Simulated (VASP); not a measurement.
# Sn (Pm-3m) in VASP: further runs

Runs on Sn. Level: BLYP. Tasks: relaxation of cell and atoms, single point.

Program: VASP 6.6.1. These are calculated values, not measurements. Logs are shortened: lines on timing, memory, paths and dates and some standing lists are left out, and cuts for length are marked.

## Step 1: The cell of the first run

It takes space group Pm-3m (No. 221, cubic). Conventional cell: a = 3.117 Å, b = 3.117 Å, c = 3.117 Å, α = 90.00°, β = 90.00°, γ = 90.00°. Sn (site symmetry m-3m) has 6 Sn at 3.12 Å within 4.1 Å.

## Step 2: Relaxation of cell and atoms, BLYP

Input file INCAR:

```
PREC     = Accurate       # precision mode
ENCUT    = 600            # plane-wave cutoff, eV
EDIFF    = 1E-6           # SCF threshold, eV
ISMEAR   = -1             # smearing method
SIGMA    = 0.1            # smearing width, eV
LREAL    = False          # projectors in reciprocal space
LASPH    = True           # aspherical terms in the spheres
NELM     = 80             # most SCF steps
ALGO     = Normal         # electronic algorithm
ISIF     = 3              # what is computed and relaxed
LWAVE    = False          # write WAVECAR
LCHARG   = False          # write CHGCAR
GGA      = B5             # functional
ALDAX    = 1.0          
AGGAX    = 1.0          
AGGAC    = 1.0          
ALDAC    = 0.0          
IBRION   = 2              # ionic algorithm
NSW      = 80             # ionic steps
EDIFFG   = -0.01          # ionic threshold
```

Input file KPOINTS:

```
regular mesh
0
Gamma
  10 10 10
```

Input file POSCAR:

```
Sn
1.0
    3.1167899200      0.0000000000      0.0000000000
    0.0000000000      3.1167899200      0.0000000000
    0.0000000000      0.0000000000      3.1167899200
Sn
1
Direct
    0.0000000000      0.0000000000      0.0000000000
```

Potentials or basis: VASP PAW PBE potentials, release 64 (Sn_d).

Command:

```bash
$ cat potpaw_PBE.64/Sn_d/POTCAR > POTCAR
$ mpirun -np 1 vasp_std > vasp.out
```

OUTCAR:

```text
PREC = Accurate
   ENCUT = 600
   EDIFF = 1E-6
   ISMEAR = -1
   LREAL = False
   LASPH = True
   NELM = 80
   ISIF = 3
   GGA = B5
   IBRION = 2
   NSW = 80
   EDIFFG = -0.01

 ion  position               nearest neighbor table
   1  0.000  0.000  0.000-

  LATTYP: Found a simple cubic cell.
 ALAT       =     3.1167899200

  Lattice vectors:

 A1 = (   3.1167899200,   0.0000000000,   0.0000000000)
 A2 = (   0.0000000000,   3.1167899200,   0.0000000000)
 A3 = (   0.0000000000,   0.0000000000,   3.1167899200)

Analysis of symmetry for initial positions (statically):
=====================================================================
 Subroutine PRICEL returns:
 Original cell was already a primitive cell.

 Routine SETGRP: Setting up the symmetry group for a
 simple cubic supercell.

 Subroutine GETGRP returns: Found 48 space group operations
 (whereof 48 operations were pure point group operations)
 out of a pool of 48 trial point group operations.

The static configuration has the point symmetry O_h .

Analysis of symmetry for dynamics (positions and initial velocities):
=====================================================================
 Subroutine PRICEL returns:
 Original cell was already a primitive cell.

 Routine SETGRP: Setting up the symmetry group for a
 simple cubic supercell.

 Subroutine GETGRP returns: Found 48 space group operations
 (whereof 48 operations were pure point group operations)
 out of a pool of 48 trial point group operations.

The dynamic configuration has the point symmetry O_h .

 Subroutine INISYM returns: Found 48 space group operations
 (whereof 48 operations are pure point group operations),
 and found     1 'primitive' translations

----------------------------------------------------------------------------------------

                                     Primitive cell

  volume of cell :      30.2777

  direct lattice vectors                    reciprocal lattice vectors
     3.116789920  0.000000000  0.000000000     0.320842927  0.000000000  0.000000000
     0.000000000  3.116789920  0.000000000     0.000000000  0.320842927  0.000000000
     0.000000000  0.000000000  3.116789920     0.000000000  0.000000000  0.320842927

  length of vectors
     3.116789920  3.116789920  3.116789920     0.320842927  0.320842927  0.320842927

  position of ions in fractional coordinates (direct lattice)
     0.000000000  0.000000000  0.000000000

  ion indices of the primitive-cell ions
   primitive index   ion index
                 1           1

----------------------------------------------------------------------------------------

 KPOINTS: regular mesh

Automatic generation of k-mesh.
 Grid dimensions read from file:
 generate k-points for:   10   10   10

 Generating k-lattice:

  Cartesian coordinates                     Fractional coordinates (reciprocal lattice)
     0.032084293  0.000000000  0.000000000     0.100000000  0.000000000  0.000000000
     0.000000000  0.032084293  0.000000000     0.000000000  0.100000000  0.000000000
     0.000000000  0.000000000  0.032084293     0.000000000  0.000000000  0.100000000

  Length of vectors
     0.032084293  0.032084293  0.032084293

  Shift w.r.t. Gamma in fractional coordinates (k-lattice)
     0.000000000  0.000000000  0.000000000

 Subroutine IBZKPT returns following result:
 ===========================================

 Found     56 irreducible k-points:

 Following reciprocal coordinates:
            Coordinates               Weight
  0.000000  0.000000  0.000000      1.000000
  0.100000  0.000000  0.000000      6.000000
  0.200000  0.000000  0.000000      6.000000
  0.300000  0.000000  0.000000      6.000000
  0.400000  0.000000  0.000000      6.000000
  0.500000  0.000000  0.000000      3.000000
[... 16 lines left out ...]
  0.200000  0.100000  0.100000     24.000000
  0.300000  0.100000  0.100000     24.000000
 [... further k-points ...]
   k-points           NKPTS =     56   k-points in BZ     NKDIM =     56   number of bands    NBANDS=     11
   number of dos      NEDOS =    301   number of ions     NIONS =      1
   total plane-waves  NPLWV =  21952
   dimension x,y,z NGX =    28 NGY =   28 NGZ =   28
   dimension x,y,z NGXF=    56 NGYF=   56 NGZF=   56
   ions per type =               1
   NGX,Y,Z   is equivalent  to a cutoff of  14.93, 14.93, 14.93 a.u.
   NGXF,Y,Z  is equivalent  to a cutoff of  29.87, 29.87, 29.87 a.u.
 SYSTEM =  unknown system
   PREC   = accura    normal or accurate (medium, high low for compatibility)
   ISTART =      0    job   : 0-new  1-cont  2-samecut
   ICHARG =      2    charge: 1-file 2-atom 10-const
   ISPIN  =      1    spin polarized calculation?
   LNONCOLLINEAR =      F non collinear calculations
   LSORBIT =      F    spin-orbit coupling
   LASPH  =      T    aspherical Exc in radial PAW
   ENCUT  =  600.0 eV  44.10 Ry    6.64 a.u.   6.23  6.23  6.23*2*pi/ulx,y,z
   NELM   =     80;   NELMIN=  2; NELMDL= -5     # of ELM steps
   EDIFF  = 0.1E-05   stopping-criterion for ELM
   LREAL  =      F    real-space projection
   EDIFFG = -.1E-01   stopping-criterion for IOM
   NSW    =     80    number of steps for IOM
   IBRION =      2    ionic relax: 0-MD 1-quasi-New 2-CG
   NFREE  =      1    steps in history (QN), initial steepest desc. (CG)
   ISIF   =      3    stress and relaxation
   ISYM   =      2    0-nonsym 1-usesym 2-fastsym
   POTIM  = 0.5000    time-step for ionic-motion
   TEBEG  =    0.0;   TEEND  =   0.0 temperature during run
   PSTRESS=    0.0 pullay stress
   NELECT =      14.0000    total number of electrons
   NUPDOWN=      -1.0000    fix difference up-down
   EMIN   =  10.00;   EMAX   =-10.00  energy-range for DOS
   EFERMI =   0.00;   METHOD = LEGACY
   ISMEAR =    -1;   SIGMA  =   0.10  broadening in eV -4-tet -1-fermi 0-gaus
   EFERMI_NEDOS =   21; number of points for ismear=-14 and -15
   IALGO  =     38    algorithm
   IMIX   =      4    mixing-type and parameters
     AMIX     =   0.40;   BMIX     =  1.00
     AMIX_MAG =   1.60;   BMIX_MAG =  1.00
  volume/ion in A,a.u.               =      30.28       204.32
  Fermi-wavevector in a.u.,A,eV,Ry     =   1.265931  2.392262 21.804437  1.602581
  Thomas-Fermi vector in A             =   2.399158
   LORBIT       =      0    0 simple, 1 ext, 2 COOP (PROOUT), +10 PAW based schemes
   GGA     = B5    functional components
   LHFCALC =     F    Hartree Fock is set to
   AEXX    =    0.0000 exact exchange contribution
   IVDW    =     0    specifies the selected vdW correction
   LEPSILON=     F    determine dielectric tensor
   LRPA    =     F    only Hartree local field effects (RPA)
 conjugate gradient relaxation of ions
 non-spin polarized calculation
  energy-cutoff  :      600.00
  volume of cell :       30.28
 maximum number of plane-waves:      1064
 NGX is ok and might be reduce to    28
   NGX = 13   NGY = 13   NGZ = 13

--------------------------------------- Ionic step        1  -------------------------------------------

 number of electron      13.9999995 magnetization

 Free energy of the ion-electron system (eV)
  ---------------------------------------------------
  ext. energy  EPLUGINS =         0.00000000
  ---------------------------------------------------
  free energy    TOTEN  =        -3.04899810 eV

  energy without entropy =       -3.03373987  energy(sigma->0) =       -3.04136898

------------------------ aborting loop because EDIFF is reached ----------------------------------------

  FORCE on cell =-STRESS in cart. coord.  units (eV):
  Direction    XX          YY          ZZ          XY          YZ          ZX
  --------------------------------------------------------------------------------------
  -------------------------------------------------------------------------------------
  Total        0.4264092      0.4264092      0.4264092     -0.0000000     -0.0000000      0.0000000
  in kB       22.5639201     22.5639201     22.5639201     -0.0000000     -0.0000000      0.0000000
  external PRESSURE =      22.5639201 kB  Pullay stress =       0.0000000 kB
[... 55 lines left out ...]
  energy  without entropy=       -3.0427621912  energy(sigma->0) =       -3.05138779

--------------------------------------- Ionic step        3  -------------------------------------------

 number of electron      14.0000010 magnetization

 Free energy of the ion-electron system (eV)
  ---------------------------------------------------
  ext. energy  EPLUGINS =         0.00000000
  ---------------------------------------------------
  free energy    TOTEN  =        -3.06017088 eV

  energy without entropy =       -3.04314798  energy(sigma->0) =       -3.05165943

 E-fermi :   6.4638     XC(G=0):  -8.8775

 val. band max:        6.3274028876   @ k =   0.5000   0.5000   0.4000
 cond. band min:       6.4877576650   @ k =   0.4000   0.4000   0.3000
 fundamental gap:      0.1603547774
 Fermi energy:         6.4638432132

 k-point     1 :       0.0000    0.0000    0.0000
  band No.  band energies     occupation
      1     -14.9617      2.00000
      2     -14.9617      2.00000
      3     -14.6736      2.00000
      4     -14.6736      2.00000
      5     -14.6736      2.00000
      6      -3.6005      2.00000
      7      11.3413      0.00000
      8      11.3413      0.00000
      9      11.3413      0.00000
     10      14.9409      0.00000
     11      14.9409      0.00000
[... 309 lines left out ...]
 k-point    24 :       0.3000    0.1000    0.1000
  band No.  band energies     occupation
      1     -14.9195      2.00000
      2     -14.7944      2.00000
      3     -14.7300      2.00000
      4     -14.7291      2.00000
      5     -14.6837      2.00000
      6      -2.0647      2.00000
      7       5.4233      1.99994
      8      10.9693      0.00000
      9      11.2838      0.00000
     10      17.6139      0.00000
     11      17.7653      0.00000

 [... further k-points ...]

------------------------ aborting loop because EDIFF is reached ----------------------------------------

  FORCE on cell =-STRESS in cart. coord.  units (eV):
  Direction    XX          YY          ZZ          XY          YZ          ZX
  --------------------------------------------------------------------------------------
  -------------------------------------------------------------------------------------
  Total       -0.0013511     -0.0013511     -0.0013511     -0.0000000     -0.0000000     -0.0000000
  in kB       -0.0677045     -0.0677045     -0.0677045     -0.0000000     -0.0000000     -0.0000000
  external PRESSURE =      -0.0677045 kB  Pullay stress =       0.0000000 kB
[... 16 lines left out ...]
  FREE ENERGIE OF THE ION-ELECTRON SYSTEM (eV)
  ---------------------------------------------------
  free  energy   TOTEN  =        -3.0601708826 eV

  energy  without entropy=       -3.0431479802  energy(sigma->0) =       -3.05165943

 reached required accuracy - stopping structural energy minimisation
```

Wall time 29 s (1 thread of Intel Xeon 6975P-C (Granite Rapids), shared host); peak memory 0.17 GiB.

What came out:

- Free energy: -3.0602 eV
- Relaxed volume: 31.97 Å³/atom
- Relaxed cell: a = 3.174 Å, b = 3.174 Å, c = 3.174 Å, α = 90.00°, β = 90.00°, γ = 90.00°
- Space group after relaxing (to 0.05 Å): Pm-3m (No. 221)
- Energy gained by relaxing: 11.2 meV/atom
- Ionic steps: 3
- Pressure after relaxing: 0.0 GPa
- Band gap on the k mesh: zero (band 7 reaches 11.34 eV, above the bottom of band 8 at 4.63 eV)

Step by step:
```tsv
step	energy change (eV)	largest force (eV/Å)	pressure (GPa)	volume (Å³)
1	0.0000	0.0000	2.26	30.28
2	-0.0110	0.0000	-0.22	32.18
3	-0.0112	0.0000	-0.01	31.97
```

Final structure:
```
Sn
1.0
     3.17389    0.00000    0.00000
     0.00000    3.17389    0.00000
     0.00000    0.00000    3.17389
Sn
1
Direct
  0.00000 0.00000 0.00000
```

Caveat: the PAW data sets were made with another functional, which shifts forces and pressure a little; spin-orbit coupling is left out, which moves the levels of the heavy elements.

## Step 3: Single point, BLYP (volume scaled by 0.96)

Input file INCAR:

```
SYSTEM = Sn
AGGAC    = 1.0          
AGGAX    = 1.0          
ALDAC    = 0.0          
ALDAX    = 1.0          
ALGO     = Normal         ! electronic algorithm
EDIFF    = 1E-7           ! SCF threshold, eV
ENCUT    = 520            ! plane-wave cutoff, eV
GGA      = B5             ! functional
ISIF     = 2              ! what is computed and relaxed
ISMEAR   = -1             ! smearing method
LASPH    = .TRUE.         ! aspherical terms in the spheres
LCHARG   = .TRUE.         ! write CHGCAR
LELF     = .TRUE.         ! ELF
LREAL    = .FALSE.        ! projectors in reciprocal space
LVHAR    = .TRUE.       
LWAVE    = .FALSE.        ! write WAVECAR
NBANDS   = 13             ! bands
NELM     = 60             ! most SCF steps
PREC     = Accurate       ! precision mode
SIGMA    = 0.1            ! smearing width, eV
```

Input file KPOINTS:

```
k-points
0
G
  16 16 16
  0 0 0
```

Input file POSCAR:

```
Sn
1.0
    3.1308007670      0.0000000000      0.0000000000
    0.0000000000      3.1308007670      0.0000000000
    0.0000000000      0.0000000000      3.1308007670
Sn
1
Direct
    0.0000000000      0.0000000000      0.0000000000
```

Potentials or basis: VASP PAW PBE potentials, release 64 (Sn_d).

Command:

```bash
$ cat potpaw_PBE.64/Sn_d/POTCAR > POTCAR
$ mpirun -np 1 vasp_std > vasp.out
```

Wall time 17 s (1 thread of Intel Xeon 6975P-C (Granite Rapids), shared host); peak memory 0.17 GiB.

Results (log left out):

```yaml
Free_energy: -3.0343 eV
Pressure: 1.8 GPa
Band_gap_on_the_k_mesh: zero (band 7 reaches 11.95 eV, above the bottom of band 8 at 4.97 eV)
```

Levels at points of the mesh, in eV from the Fermi level:
| k point | band 5 | band 6 | band 7 | band 8 | band 9 | band 10 |
| --- | --- | --- | --- | --- | --- | --- |
| (0.00, 0.00, 0.00) | -21.17 | -10.35 | 5.01 | 5.01 | 5.01 | 8.60 |
| (0.50, 0.00, 0.00) | -21.16 | -7.65 | -4.13 | 7.27 | 7.27 | 11.16 |
| (0.50, 0.50, 0.00) | -21.06 | -4.78 | -1.97 | -1.97 | 3.35 | 9.67 |
| (0.50, 0.50, 0.50) | -21.06 | -1.51 | 0.11 | 0.11 | 0.11 | 6.08 |

Caveat: the cell differs from its parent crystal (volume scaled by 0.96); the PAW data sets were made with another functional, which shifts forces and pressure a little; spin-orbit coupling is left out, which moves the levels of the heavy elements.

## Step 4: Single point, BLYP

This run uses another cell than the first one, of 31.97 Å³/atom, 1.056 times its volume.

Input file INCAR:

```
SYSTEM = Sn
PREC = Accurate
ENCUT = 520
EDIFF = 1E-6
ISMEAR = -1
SIGMA = 0.1
LREAL = .False.
LASPH = .True.
NELM = 60
ALGO = Normal
ISIF = 2
LWAVE = .False.
LCHARG = .True.
GGA = B5
ALDAX = 1.0
AGGAX = 1.0
AGGAC = 1.0
ALDAC = 0.0
LELF = .True.
LVHAR = .True.
NBANDS = 13
```

Input file KPOINTS:

```
regular mesh
0
Gamma
  16 16 16
  0 0 0
```

Input file POSCAR:

```
Sn
1.0
    3.1736937788      0.0000000000      0.0000000000
    0.0000000000      3.1736937788      0.0000000000
    0.0000000000      0.0000000000      3.1736937788
Sn
1
Direct
    0.0000000000      0.0000000000      0.0000000000
```

Command:

```bash
$ cat potpaw_PBE.64/Sn_d/POTCAR > POTCAR
$ mpirun -np 1 vasp_std > vasp.out
```

It took 15 s on 1 thread of Intel Xeon 6975P-C (Granite Rapids), shared host; peak memory 0.17 GiB.

Results (log left out):

```yaml
Free_energy: -3.0428 eV
Pressure: 0.2 GPa
Band_gap_on_the_k_mesh: zero (band 7 reaches 11.35 eV, above the bottom of band 8 at 4.63 eV)
```

Levels at points of the mesh, in eV from the Fermi level:
| k point | band 5 | band 6 | band 7 | band 8 | band 9 | band 10 |
| --- | --- | --- | --- | --- | --- | --- |
| (0.00, 0.00, 0.00) | -21.16 | -10.10 | 4.85 | 4.85 | 4.85 | 8.45 |
| (0.50, 0.00, 0.00) | -21.16 | -7.55 | -3.93 | 6.97 | 6.97 | 10.90 |
| (0.50, 0.50, 0.00) | -21.07 | -4.85 | -1.86 | -1.86 | 3.41 | 9.20 |
| (0.50, 0.50, 0.50) | -21.07 | -1.81 | 0.11 | 0.11 | 0.11 | 6.05 |

Caveat: the PAW data sets were made with another functional, which shifts forces and pressure a little; spin-orbit coupling is left out, which moves the levels of the heavy elements.

## Step 5: Single point, BLYP (volume scaled by 1.04)

Input file INCAR:

```
  PREC = Accurate
  ENCUT = 520
  EDIFF = 1E-6
  ISMEAR = -1
  SIGMA = 0.1
  LREAL = False
  LASPH = True
  NELM = 100
  ALGO = Normal
  ISIF = 2
  LWAVE = False
  LCHARG = False
  GGA = B5
  ALDAX = 1.0
  AGGAX = 1.0
  AGGAC = 1.0
  ALDAC = 0.0
  NBANDS = 13
```

Input file KPOINTS:

```
regular mesh
0
Gamma
  16 16 16
```

Input file POSCAR:

```
Sn
1.0
    3.2154576968      0.0000000000      0.0000000000
    0.0000000000      3.2154576968      0.0000000000
    0.0000000000      0.0000000000      3.2154576968
Sn
1
Direct
    0.0000000000      0.0000000000      0.0000000000
```

Command:

```bash
$ cat potpaw_PBE.64/Sn_d/POTCAR > POTCAR
$ mpirun -np 1 vasp_std > vasp.out
```

It took 15 s on 1 thread of Intel Xeon 6975P-C (Granite Rapids), shared host; peak memory 0.18 GiB.

It converged, with:

| Quantity | Value |
| --- | --- |
| Free energy | -3.0397 eV |
| Pressure | -1.1 GPa |
| Band gap on the k mesh | zero (band 7 reaches 10.79 eV, above the bottom of band 8 at 4.33 eV) |

Levels at points of the mesh, in eV from the Fermi level:
| k point | band 3 | band 4 | band 5 | band 6 | band 7 | band 8 | band 9 | band 10 | band 11 | band 12 |
| --- | --- | --- | --- | --- | --- | --- | --- | --- | --- | --- |
| (0.00, 0.00, 0.00) | -21.16 | -21.16 | -21.16 | -9.87 | 4.69 | 4.69 | 4.69 | 8.31 | 8.31 | 9.36 |
| (0.50, 0.00, 0.00) | -21.23 | -21.21 | -21.16 | -7.46 | -3.74 | 6.69 | 6.69 | 10.65 | 11.38 | 11.98 |
| (0.50, 0.50, 0.00) | -21.22 | -21.22 | -21.08 | -4.92 | -1.77 | -1.77 | 3.46 | 8.76 | 13.72 | 13.72 |
| (0.50, 0.50, 0.50) | -21.30 | -21.08 | -21.08 | -2.09 | 0.11 | 0.11 | 0.11 | 6.01 | 6.01 | 6.01 |

Caveat: the cell differs from its parent crystal (volume scaled by 1.04); the PAW data sets were made with another functional, which shifts forces and pressure a little; spin-orbit coupling is left out, which moves the levels of the heavy elements.

(Part 1 of 2 ends here.)
